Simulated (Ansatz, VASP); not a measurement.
**CaF4: VASP beside Ansatz**

```xyz
5
Lattice="-2.6799 2.6799 2.6799 2.6799 -2.6799 2.6799 2.6799 2.6799 -2.6799" Properties=species:S:1:pos:R:3 pbc="T T T"
Ca    0.0000    0.0000    0.0000
F     1.3400    1.3400    1.3400
F    -1.3399    1.3399    1.3399
F     1.3399    1.3399   -1.3399
F     1.3399   -1.3399    1.3399
```

Alike in both runs: functional PBE; dispersion D3(BJ); k mesh 10 × 10 × 10; occupations gaussian, width 0.1 eV; collinear spin.

Ansatz relaxed the structure, and its values are those at the end. VASP's run is a single point on that final structure, the one shown.

|  | VASP | Ansatz |
| --- | --- | --- |
| version | VASP 6.6.1 | Ansatz 0.2.0 |
| potentials or method | VASP PAW PBE potentials, release 64 (Ca_sv, F), cutoff 520 eV | scalar-relativistic, plane waves, PAW |
| valence electrons in the cell | 38 | 38 |

Ansatz gave:

- gap on the k mesh at the Fermi level (eV): none
- pressure (GPa): 0.0
- net moment per atom (μB): 0.40
- size of the moment on the site where the two differ most (μB): 0.50

Task: What did VASP give for the same quantities?

Result: gap on the k mesh at the Fermi level (eV): none; pressure (GPa): 0.0; net moment per atom (μB): 0.40; size of the moment on the site where the two differ most (μB): 0.46.

Site moments also hang on the region over which each program counts them. A gap of «none» marks a metal or a gap that the smearing closes.
